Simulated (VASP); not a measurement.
Input of a VASP 6.6.1 run:

File POSCAR:

```
GaAs
1.0
    0.0000000000      2.8268500000      2.8268500000
    2.8268500000      0.0000000000      2.8268500000
    2.8268500000      2.8268500000      0.0000000000
Ga As
1 1
Direct
    0.0000000000      0.0000000000      0.0000000000
    0.2500000000      0.2500000000      0.2500000000
```

Contents of INCAR.step1:

```
SYSTEM = GaAs
ALGO     = Normal         ! electronic algorithm
EDIFF    = 1E-5           ! SCF threshold, eV
ENCUT    = 400            ! plane-wave cutoff, eV
GGA      = PE             ! functional
GGA_COMPAT= .FALSE.      
ISIF     = 2              ! what is computed and relaxed
ISMEAR   = -1             ! smearing method
LASPH    = .TRUE.         ! aspherical terms in the spheres
LCHARG   = .FALSE.        ! write CHGCAR
LREAL    = .FALSE.        ! projectors in reciprocal space
LWAVE    = .TRUE.         ! write WAVECAR
NBANDS   = 16             ! bands
NELM     = 120            ! most SCF steps
PREC     = Accurate       ! precision mode
SIGMA    = 0.02           ! smearing width, eV
```

Contents of INCAR.step2:

```
SYSTEM = GaAs
ALGO     = Normal         ! electronic algorithm
EDIFF    = 1E-8           ! SCF threshold, eV
ENCUT    = 400            ! plane-wave cutoff, eV
GGA      = PE             ! functional
GGA_COMPAT= .FALSE.      
HFSCREEN = 0.2079         ! screening, 1/A
ISIF     = 2              ! what is computed and relaxed
ISMEAR   = -1             ! smearing method
ISTART   = 1            
LASPH    = .TRUE.         ! aspherical terms in the spheres
LCHARG   = .FALSE.        ! write CHGCAR
LEFG     = .TRUE.       
LHFCALC  = .TRUE.         ! exact exchange
LREAL    = .FALSE.        ! projectors in reciprocal space
LWAVE    = .FALSE.        ! write WAVECAR
NBANDS   = 16             ! bands
NELM     = 120            ! most SCF steps
PREC     = Accurate       ! precision mode
PRECFOCK = Normal       
SIGMA    = 0.02           ! smearing width, eV
```

The input KPOINTS:

```
k-points
0
G
  5 5 5
  0 0 0
```

Potentials or basis: VASP PAW PBE potentials, release 64 (Ga_d, As).

Run with:

```sh
$ cat potpaw_PBE.64/Ga_d/POTCAR potpaw_PBE.64/As/POTCAR > POTCAR
$ cp INCAR.step1 INCAR
$ mpirun -np 1 vasp_std > vasp.out
$ cp INCAR.step2 INCAR
$ mpirun -np 1 vasp_std > vasp.out
```

(1) What does it give for the pressure?

(2) What does it give for the band gap on the k mesh?

Results:

(1) 0.8 GPa.

(2) 1.43 eV.

Caveat: the PAW data sets were made with another functional, which shifts forces and pressure a little; an odd mesh through Γ misses points on the zone boundary, where band edges can lie.

**Experimental background.**

“Evidence of valence band perturbations in GaAsN/GaAs(001): A combined variable-angle spectroscopic ellipsometry and modulated photoreflectance investigation”, 2008, arxiv:0805.2212 reports, for a bulk crystal of GaAs at 300 K: band gap 1.412 ± 0.01 eV (direct).

Measured gap of GaAs: 1.412 eV (direct; 300 K; “Evidence of valence band perturbations in GaAsN/GaAs(001): A combined variable-angle spectroscopic ellipsometry and modulated photoreflectance investigation”, 2008, arxiv:0805.2212). This calculation gives 1.43 eV (+0.02 eV). 3 values of this kind are on record (1.412 to 1.51 eV); this one was drawn at random among those near their median, those with a stated uncertainty first. Spin-orbit coupling on As, Ga is left out. The value is that of HSE06 on a finite k mesh, which can miss the band edges, without temperature or zero-point motion.
